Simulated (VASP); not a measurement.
Hf:

```
Hf
1.0
     3.20462    0.00000    0.00000
    -1.60231    2.77529    0.00000
     0.00000    0.00000    5.06766
Hf
2
Cartesian
  0.0000 1.8502 1.2669
  1.6023 0.9251 3.8007
```

- Program: VASP 6.6.1
- Task: relaxation of cell and atoms
- Functional: PBE
- Dispersion: D3(BJ)
- Potentials or basis: VASP PAW PBE potentials, release 64 (Hf_pv)
- Cutoff: 500 eV
- k mesh: 15 × 15 × 8
- Occupations: gaussian, width 0.1 eV
- Spin: no spin polarisation

At the start: pressure -3.7 GPa; volume 22.54 Å³/atom.

Problem. How do energy, volume and symmetry change on relaxing?

Solution. Over 6 steps the energy falls by 9.3 meV/atom and the volume is 21.76 Å³/atom (-3.4 %); space group P6_3/mmc (No. 194, to 0.05 Å).

The path:
```csv
step,energy change (eV),largest force (eV/Å),pressure (GPa),volume (Å³)
1,0.0000,0.0000,-3.75,45.07
2,0.0095,0.0000,5.17,41.72
3,-0.0186,0.0000,-0.03,43.53
4,-0.0186,0.0000,0.05,43.50
5,-0.0186,0.0000,-0.05,43.54
6,-0.0186,0.0000,0.01,43.52
```

Final structure:
```yaml
crystal:
  lattice:
    - [3.16788, 0.00000, 0.00000]
    - [-1.58394, 2.74346, 0.00000]
    - [0.00000, 0.00000, 5.00744]
  atoms:
    - { symbol: Hf, position: [0.33333, 0.66667, 0.25000] }
    - { symbol: Hf, position: [0.66667, 0.33333, 0.75000] }
```

Caveat: pairwise dispersion overbinds metals, which lowers pressure and volume.
